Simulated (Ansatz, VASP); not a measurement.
## Mg: VASP beside Ansatz

INCAR

```
PREC = Accurate ; ENCUT = 520
EDIFF = 1E-6 ; ISMEAR = 0
SIGMA = 0.1 ; LREAL = False
LASPH = True ; NELM = 100
ALGO = Normal ; ISIF = 2
LWAVE = False ; LCHARG = True
LDIPOL = True ; IDIPOL = 3
DIPOL = 0.5 0.5 0.500 ; GGA = PE
LELF = True ; LVHAR = True
LVACPOTAV = True ; NBANDS = 9
```

Contents of KPOINTS:

```
regular mesh
0
Gamma
  6 6 1
```

The input POSCAR:

```
Mg
1.0
    2.8722830000      0.0000000000      0.0000000000
    0.0000000000      2.8722830000      0.0000000000
    0.0000000000      0.0000000000     17.0000000000
Mg
2
Direct
    0.0000000000      0.0000000000      0.4316351300
    0.0000000000      0.0000000000      0.5683648700
```

Input for Ansatz:

```yaml
crystal:
  lattice:
    - [2.872283, 0.0, 0.0]
    - [0.0, 2.872283, 0.0]
    - [0.0, 0.0, 17.0]
  atoms:
    - { symbol: Mg, position: [0.0, 0.0, 0.43163513] }
    - { symbol: Mg, position: [0.0, 0.0, 0.56836487] }
  periodic: [true, true, false]
basis:
  ecutwfc: 420
kpoints:
  mp_grid: { grid: [6, 6, 1] }
hamiltonian:
  xc: pbe
scf:
  occupations: { method: gaussian, width: 0.1 }
  lower_state_search: "off"
output:
  forces: true
  stress: true
  eigenvalues: true
```

Alike in both runs: task single point; functional PBE; k mesh 6 × 6 × 1; occupations gaussian, width 0.1 eV; no spin polarisation.

```csv
,VASP,Ansatz
version,VASP 6.6.1,Ansatz 0.2.0
potentials or method,"VASP PAW PBE potentials, release 64 (Mg), cutoff 520 eV","scalar-relativistic, plane waves, PAW"
valence electrons in the cell,4,20
```

|  | VASP | Ansatz | Ansatz less VASP |
| --- | --- | --- | --- |
| gap on the k mesh at the Fermi level (eV) | none | none | - |
| rms of the force components (eV/Å) | 1.475 | 1.469 | -0.0061 |

Atom by atom the forces differ by 0.006 eV/Å (rms over components). A gap of «none» marks a metal or a gap that the smearing closes. With one functional, cell and mesh, what is left measures potentials, basis and numerics. VASP's potentials hold 4 valence electrons a cell and Ansatz's 20, so a difference there can come from the potentials and not from the codes. Ansatz's warnings: slab cell height set.

The k mesh is coarse, so the values compare programs but aren't converged.
